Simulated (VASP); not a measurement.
The system is TiInSe3.

```
Ti In Se
1.0
     4.78468    0.00000    0.00000
     0.00000    4.78468    0.00000
     0.00000    0.00000    4.78468
Ti In Se
1 1 3
Direct
  0.50000 0.50000 0.50000
  0.00000 0.00000 0.00000
  0.00000 0.50000 0.50000
  0.50000 0.50000 0.00000
  0.50000 0.00000 0.50000
```

The cell was generated, and may not be a known phase.

* Program: VASP 6.6.1
* Task: relaxation of cell and atoms
* Functional: PBE
* Potentials or basis: VASP PAW PBE potentials, release 64 (Ti_sv, In_d, Se)
* Cutoff: 600 eV
* k mesh: 4 × 4 × 4
* Occupations: gaussian, width 0.1 eV
* Spin: collinear spin
* Starting moments: [1.0, 0.0, 0.0, 0.0, 0.0] μB

At the start: pressure 11.7 GPa; volume 21.91 Å³/atom.

Task: How do energy, volume and symmetry change on relaxing?

Result: Over 3 steps the energy falls by 114.5 meV/atom and the volume is 25.47 Å³/atom (+16.3 %); space group Pm-3m (No. 221, to 0.1 Å) before and after; moment 0.00 μB per cell.

Step by step:
```
step  energy change (eV)  largest force (eV/Å)  pressure (GPa)  volume (Å³)
   1              0.0000                0.0000           11.68       109.54
   2             -0.4660                0.0000           -3.38       136.86
   3             -0.5727                0.0000            0.02       127.37
```

Final structure:
```
Ti In Se
1.0
     5.03143    0.00000    0.00000
     0.00000    5.03143    0.00000
     0.00000    0.00000    5.03143
Ti In Se
1 1 3
Direct
  0.50000 0.50000 0.50000
  0.00000 0.00000 0.00000
  0.00000 0.50000 0.50000
  0.50000 0.50000 0.00000
  0.50000 0.00000 0.50000
```

Caveat: the volume moved by over 15 % at a fixed basis, so the end points are rough.
